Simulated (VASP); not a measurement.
# MgS (I4/mmm) in VASP: further runs, part 2 of 2

VASP 6.6.1.

## 3. Single point, PBEsol (strain -0.050 along x and y, +0.050 along z)

The input, INCAR:

```
SYSTEM = MgS
PREC     = Accurate       ! precision mode
ENCUT    = 520            ! plane-wave cutoff, eV
EDIFF    = 1E-6           ! SCF threshold, eV
ISMEAR   = 0              ! smearing method
SIGMA    = 0.05           ! smearing width, eV
LREAL    = .False.        ! projectors in reciprocal space
LASPH    = .True.         ! aspherical terms in the spheres
NELM     = 100            ! most SCF steps
ALGO     = Normal         ! electronic algorithm
ISIF     = 2              ! what is computed and relaxed
LWAVE    = .False.        ! write WAVECAR
LCHARG   = .True.         ! write CHGCAR
GGA      = PS             ! functional
LELF     = .True.         ! ELF
LVHAR    = .True.       
NBANDS   = 11             ! bands
```

The input, KPOINTS:

```
Automatic mesh
0
Gamma
  8 8 8
  0 0 0
```

The input, POSCAR:

```
MgS
1.0
    0.0000000000      2.4715675000      2.7317325000
    2.4715675000      0.0000000000      2.7317325000
    2.4715675000      2.4715675000      0.0000000000
Mg S
1 1
Direct
    0.0000000000      0.0000000000      0.0000000000
    0.5000000000      0.5000000000      0.5000000000
```

Potentials or basis: VASP PAW PBE potentials, release 64 (Mg, S).

Started as:

```console
$ cat potpaw_PBE.64/Mg/POTCAR potpaw_PBE.64/S/POTCAR > POTCAR
$ mpirun -np 1 vasp_std > vasp.out
```

It took 16 s on 1 thread of Intel Xeon Platinum 8488C (Sapphire Rapids), shared host; peak memory 0.16 GiB.

It converged, with:

```yaml
Free_energy: -8.9719 eV
Pressure: 5.1 GPa
Band_gap_on_the_k_mesh: 2.51 eV, indirect (least direct gap 3.81 eV)
```

Stress tensor (GPa, compression positive):
```
 9.28  0.00  0.00
 0.00  9.28  0.00
 0.00  0.00 -3.22
```

Levels at points of the mesh, in eV from the valence-band top:
| k point | band 1 | band 2 | band 3 | band 4 | band 5 | band 6 | band 7 | band 8 | band 9 |
| --- | --- | --- | --- | --- | --- | --- | --- | --- | --- |
| (0.00, 0.00, 0.00) | -13.22 | -0.32 | -0.32 | 0.00 | 3.81 | 6.96 | 8.05 | 8.05 | 9.44 |
| (0.50, 0.00, 0.00) | -11.74 | -5.40 | -1.06 | -0.69 | 4.13 | 6.43 | 7.29 | 10.49 | 12.07 |
| (0.50, 0.50, 0.00) | -11.63 | -4.82 | -1.70 | -1.70 | 3.14 | 4.13 | 11.51 | 12.69 | 14.14 |
| (0.50, 0.00, 0.50) | -11.18 | -4.70 | -2.61 | -1.73 | 2.51 | 3.82 | 12.07 | 12.44 | 12.66 |

Caveat: the cell differs from its parent crystal (strain -0.050 along x and y, +0.050 along z); the PAW data sets were made with another functional, which shifts forces and pressure a little. A k mesh can miss the band edges.

## 4. Single point, PBEsol (strain +0.000 along x and y, -0.050 along z)

The input, INCAR:

```
SYSTEM = MgS
  PREC = Accurate
  ENCUT = 520
  EDIFF = 1E-6
  ISMEAR = 0
  SIGMA = 0.05
  LREAL = .FALSE.
  LASPH = .TRUE.
  NELM = 60
  ALGO = Normal
  ISIF = 2
  LWAVE = .FALSE.
  LCHARG = .FALSE.
  GGA = PS
  NBANDS = 11
```

The input, KPOINTS:

```
regular mesh
0
G
  8 8 8
  0 0 0
```

The input, POSCAR:

```
MgS
1.0
    0.0000000000      2.6016500000      2.4715675000
    2.6016500000      0.0000000000      2.4715675000
    2.6016500000      2.6016500000      0.0000000000
Mg S
1 1
Direct
    0.0000000000      0.0000000000      0.0000000000
    0.5000000000      0.5000000000      0.5000000000
```

Started as:

```console
$ cat potpaw_PBE.64/Mg/POTCAR potpaw_PBE.64/S/POTCAR > POTCAR
$ mpirun -np 1 vasp_std > vasp.out
```

Wall time 13 s (1 thread of Intel Xeon Platinum 8488C (Sapphire Rapids), shared host); peak memory 0.17 GiB.

Results (log left out):

| Property | Result |
| --- | --- |
| Free energy | -9.0367 eV |
| Pressure | 3.6 GPa |
| Band gap on the k mesh | 2.58 eV, indirect (least direct gap 3.92 eV) |

Stress tensor (GPa, compression positive):
```
1.07 0.00 0.00
0.00 1.07 0.00
0.00 0.00 8.64
```

Levels at points of the mesh, in eV from the valence-band top:
```csv
k point,band 1,band 2,band 3,band 4,band 5,band 6,band 7,band 8,band 9
"(0.00, 0.00, 0.00)",-13.07,-0.24,0.00,0.00,3.92,7.58,7.58,8.12,9.92
"(0.50, 0.00, 0.00)",-11.61,-5.25,-0.82,-0.67,4.36,6.52,7.18,10.56,12.18
"(0.50, 0.50, 0.00)",-11.05,-4.55,-2.07,-2.07,2.58,3.88,12.63,13.00,13.51
"(0.50, 0.00, 0.50)",-11.26,-4.64,-2.04,-1.59,2.85,4.08,12.12,12.79,13.10
```

Caveat: the cell differs from its parent crystal (strain +0.000 along x and y, -0.050 along z); the PAW data sets were made with another functional, which shifts forces and pressure a little. A k mesh can miss the band edges.

## 5. Single point, PBEsol (strain -0.025 along x and y, +0.050 along z)

The input, INCAR:

```
SYSTEM = MgS
PREC = Accurate
ENCUT = 520
EDIFF = 1E-6
ISMEAR = 0
SIGMA = 0.05
LREAL = .FALSE.
LASPH = .TRUE.
NELM = 100
ALGO = Normal
ISIF = 2
LWAVE = .FALSE.
LCHARG = .FALSE.
GGA = PS
NBANDS = 11
```

KPOINTS is that of step 4.

The input, POSCAR:

```
MgS
1.0
    0.0000000000      2.5366087500      2.7317325000
    2.5366087500      0.0000000000      2.7317325000
    2.5366087500      2.5366087500      0.0000000000
Mg S
1 1
Direct
    0.0000000000      0.0000000000      0.0000000000
    0.5000000000      0.5000000000      0.5000000000
```

Potentials or basis: VASP PAW PBE potentials, release 64 (Mg, S).

Started as:

```console
$ cat potpaw_PBE.64/Mg/POTCAR potpaw_PBE.64/S/POTCAR > POTCAR
$ mpirun -np 1 vasp_std > vasp.out
```

OUTCAR:

```text
SYSTEM = MgS
   PREC = Accurate
   ENCUT = 520
   EDIFF = 1E-6
   ISMEAR = 0
   LREAL = .FALSE.
   LASPH = .TRUE.
   NELM = 100
   ISIF = 2
   GGA = PS

 ion  position               nearest neighbor table
   1  0.000  0.000  0.000-   2 2.54   2 2.54   2 2.54   2 2.54   2 2.73   2 2.73
   2  0.500  0.500  0.500-   1 2.54   1 2.54   1 2.54   1 2.54   1 2.73   1 2.73

  LATTYP: Found a body centered tetragonal cell.
 ALAT       =     3.5873064967
 C/A-ratio  =     1.5229992210

  Lattice vectors:

 A1 = (  -2.5366087500,   0.0000000000,   2.7317325000)
 A2 = (   2.5366087500,   0.0000000000,   2.7317325000)
 A3 = (   0.0000000000,   2.5366087500,  -2.7317325000)

[... 513 lines left out ...]
      9      14.9673      0.00000
     10      16.5800      0.00000
     11      16.7513      0.00000

 [... further k-points ...]
[... 5 lines left out ...]
  --------------------------------------------------------------------------------------
  -------------------------------------------------------------------------------------
  Total        0.4860773      0.4860773     -1.0737794      0.0000000     -0.0000000     -0.0000000
  in kB       22.1534179     22.1534179    -48.9384857      0.0000000     -0.0000000     -0.0000000
  external PRESSURE =      -1.5438833 kB  Pullay stress =       0.0000000 kB

 VOLUME and BASIS-vectors are now :
 -----------------------------------------------------------------------------
  energy-cutoff  :      520.00
  volume of cell :       35.15
      direct lattice vectors                 reciprocal lattice vectors
     0.000000000  2.536608750  2.731732500    -0.197113567  0.197113567  0.183034027
     2.536608750  0.000000000  2.731732500     0.197113567 -0.197113567  0.183034027
     2.536608750  2.536608750  0.000000000     0.197113567  0.197113567 -0.183034027

 POSITION                                       TOTAL-FORCE (eV/Angst)
 -----------------------------------------------------------------------------------
      0.00000      0.00000      0.00000        -0.000000      0.000000      0.000000
      2.53661      2.53661      2.73173         0.000000     -0.000000      0.000000
 -----------------------------------------------------------------------------------
    total drift:                                0.000000      0.000000      0.000000

  FREE ENERGIE OF THE ION-ELECTRON SYSTEM (eV)
  ---------------------------------------------------
  free  energy   TOTEN  =        -9.0341425910 eV

  energy  without entropy=       -9.0341425910  energy(sigma->0) =       -9.03414259
```

OSZICAR:

```text
N       E                     dE             d eps       ncg     rms          rms(c)
DAV:   1     0.224002284629E+02    0.22400E+02   -0.35945E+03  1346   0.598E+02
DAV:   2    -0.789729708120E+01   -0.30298E+02   -0.28827E+02  1584   0.100E+02
DAV:   3    -0.940320355978E+01   -0.15059E+01   -0.15038E+01  1632   0.242E+01
DAV:   4    -0.941219699433E+01   -0.89934E-02   -0.89925E-02  1522   0.222E+00
DAV:   5    -0.941227695978E+01   -0.79965E-04   -0.79965E-04  1610   0.210E-01    0.415E+00
DAV:   6    -0.907895894493E+01    0.33332E+00   -0.70389E-01  1475   0.326E+00    0.313E+00
DAV:   7    -0.903703854313E+01    0.41920E-01   -0.19050E-01  1561   0.184E+00    0.195E+00
DAV:   8    -0.903441172760E+01    0.26268E-02   -0.10860E-02  1442   0.596E-01    0.773E-01
DAV:   9    -0.903415336154E+01    0.25837E-03   -0.62237E-04  1523   0.137E-01    0.311E-01
DAV:  10    -0.903414228788E+01    0.11074E-04   -0.15167E-04  1517   0.554E-02    0.748E-03
DAV:  11    -0.903414259095E+01   -0.30307E-06   -0.20468E-06  1573   0.885E-03
   1 F= -.90341426E+01 E0= -.90341426E+01  d E =-.172154E-16
```

It took 7.8 s on 1 thread of Intel Xeon 6975P-C (Granite Rapids), shared host; peak memory 0.16 GiB.

What came out:

- Free energy: -9.0341 eV
- Pressure: -0.2 GPa
- Band gap on the k mesh: 2.46 eV, indirect (least direct gap 3.44 eV)

Levels at points of the mesh, in eV from the valence-band top:
| k point | band 1 | band 2 | band 3 | band 4 | band 5 | band 6 | band 7 | band 8 |
| --- | --- | --- | --- | --- | --- | --- | --- | --- |
| (0.00, 0.00, 0.00) | -12.87 | -0.27 | -0.27 | 0.00 | 3.44 | 7.21 | 7.98 | 7.98 |
| (0.50, 0.00, 0.00) | -11.54 | -5.08 | -0.90 | -0.66 | 4.16 | 6.42 | 7.08 | 9.94 |
| (0.50, 0.50, 0.00) | -11.37 | -4.48 | -1.66 | -1.66 | 2.87 | 4.25 | 11.20 | 12.58 |
| (0.50, 0.00, 0.50) | -11.06 | -4.41 | -2.30 | -1.66 | 2.46 | 4.02 | 11.93 | 11.99 |

Caveat: the cell differs from its parent crystal (strain -0.025 along x and y, +0.050 along z); the PAW data sets were made with another functional, which shifts forces and pressure a little. A k mesh can miss the band edges.

## 6. Overview

| cell | gap on the mesh (eV) | pressure (GPa) |
| --- | --- | --- |
| a = 3.636, b = 3.636, c = 3.495 Å, angles 61.3, 61.3, 57.5°, 2 atoms | 2.59 | 6.8 |
| a = 3.684, b = 3.684, c = 3.495 Å, angles 61.7, 61.7, 56.6°, 2 atoms | 2.51 | 5.1 |
| a = 3.588, b = 3.588, c = 3.679 Å, angles 59.2, 59.2, 61.7°, 2 atoms | 2.58 | 3.6 |
| a = 3.728, b = 3.728, c = 3.587 Å, angles 61.2, 61.2, 57.5°, 2 atoms | 2.46 | -0.2 |

Alike in all rows: task single point; level PBEsol; potentials or basis VASP PAW PBE potentials, release 64 (Mg, S); no spin polarisation; k mesh 8 × 8 × 8; cutoff (eV) 520; smearing gaussian 0.05 eV.

Caveats: the PAW data sets were made with another functional, which shifts forces and pressure a little.

Total energies depend on the potentials used, so only differences within one code and one set of settings carry meaning.
